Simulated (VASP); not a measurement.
Here is a VASP 6.6.1 calculation.

Contents of INCAR:

```
SYSTEM = S
PREC     = Accurate       ! precision mode
ENCUT    = 600            ! plane-wave cutoff, eV
EDIFF    = 1E-6           ! SCF threshold, eV
ISMEAR   = 1              ! smearing method
SIGMA    = 0.05           ! smearing width, eV
LREAL    = .False.        ! projectors in reciprocal space
LASPH    = .True.         ! aspherical terms in the spheres
NELM     = 80             ! most SCF steps
ALGO     = Normal         ! electronic algorithm
ISIF     = 3              ! what is computed and relaxed
LWAVE    = .False.        ! write WAVECAR
LCHARG   = .False.        ! write CHGCAR
GGA      = PE             ! functional
IBRION   = 2              ! ionic algorithm
NSW      = 60             ! ionic steps
EDIFFG   = -0.03          ! ionic threshold
PSTRESS  = 200.0
```

The input KPOINTS:

```
Automatic mesh
0
Gamma
  14 14 14
  0 0 0
```

File POSCAR:

```
S
1.0
    0.0000000000      2.8900000000      2.8900000000
    2.8900000000      0.0000000000      2.8900000000
    2.8900000000      2.8900000000      0.0000000000
S
2
Direct
    0.0000000000      0.0000000000      0.0000000000
    0.2500000000      0.2500000000      0.2500000000
```

Potentials or basis: VASP PAW PBE potentials, release 64 (S).

Run with:

```console
$ cat potpaw_PBE.64/S/POTCAR > POTCAR
$ mpirun -np 1 vasp_std > vasp.out
```

Estimate the space group after relaxing (to 0.05 Å).

Fd-3m (No. 227).

Estimate the band gap on the k mesh.

zero (band 6 reaches 7.66 eV, above the bottom of band 7 at 5.33 eV).

Estimate the relaxed volume.

18.13 Å³/atom.

What does it give for the relaxed cell?

a = 3.715 Å, b = 3.715 Å, c = 3.715 Å, α = 60.00°, β = 60.00°, γ = 60.00°.

Final structure:
```cif
data_structure
_symmetry_space_group_name_H-M 'P 1'
_symmetry_Int_Tables_number 1
_cell_length_a 3.7153
_cell_length_b 3.7153
_cell_length_c 3.7153
_cell_angle_alpha 60.000
_cell_angle_beta 60.000
_cell_angle_gamma 60.000
_cell_volume 36.26
loop_
_atom_site_label
_atom_site_type_symbol
_atom_site_fract_x
_atom_site_fract_y
_atom_site_fract_z
_atom_site_occupancy
S1 S 0.00000 0.00000 0.00000 1
S2 S 0.25000 0.25000 0.25000 1
```

Caveat: the cell is relaxed towards a set pressure, so the enthalpy falls and the energy may rise; the volume moved by over 15 % at a fixed basis, so the end points are rough.
